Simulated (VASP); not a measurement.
Here is a VASP 6.6.1 calculation.

File INCAR:

```
ALGO = Normal
DIPOL = 0.5 0.5 0.401
EDIFF = 1E-7
ENCUT = 520
GGA = PE
IDIPOL = 3
ISIF = 2
ISMEAR = 0
IVDW = 12
LASPH = T
LCHARG = F
LDIPOL = T
LREAL = F
LWAVE = F
NBANDS = 50
NELM = 80
PREC = Accurate
SIGMA = 0.05
```

KPOINTS

```
k-points
0
Gamma
  7 7 1
```

POSCAR

```
SnO
1.0
    3.8201631401      0.0000000000      0.0000000000
    0.0000000000      3.8201631401      0.0000000000
    0.0000000000      0.0000000000     22.2260824966
Sn O
4 4
Direct
    0.7500000000      0.2500000000      0.2024648294
    0.2500000000      0.7500000000      0.3087832167
    0.3750000000      1.2500000000      0.4932511724
   -0.1250000000      1.7500000000      0.5995695597
    0.2500000000      0.2500000000      0.2556240230
    0.7500000000      0.7500000000      0.2556240230
   -0.1250000000      1.2500000000      0.5464103660
    0.3750000000      1.7500000000      0.5464103660
```

Potentials or basis: VASP PAW PBE potentials, release 64 (Sn_d, O).

The run is started by

```sh
$ cat potpaw_PBE.64/Sn_d/POTCAR potpaw_PBE.64/O/POTCAR > POTCAR
$ mpirun -np 1 vasp_std > vasp.out
```

Estimate the band gap on the k mesh.

2.45 eV (least direct gap 2.55 eV).

Predict the dispersion energy per atom.

-0.156 eV.

Estimate the largest force.

0.143 eV/Å.

Forces in eV/Å, atoms in the order of the input:
```
Sn  -0.002  0.000 -0.080
Sn  -0.009  0.000  0.143
Sn   0.009  0.000 -0.143
Sn   0.002  0.000  0.080
O    0.005  0.000  0.009
O   -0.014  0.000  0.010
O    0.014  0.000 -0.010
O   -0.005  0.000 -0.009
```

Caveat: the cell differs from its parent crystal (layers slid over each other); spin-orbit coupling is left out, which moves the levels of the heavy elements.
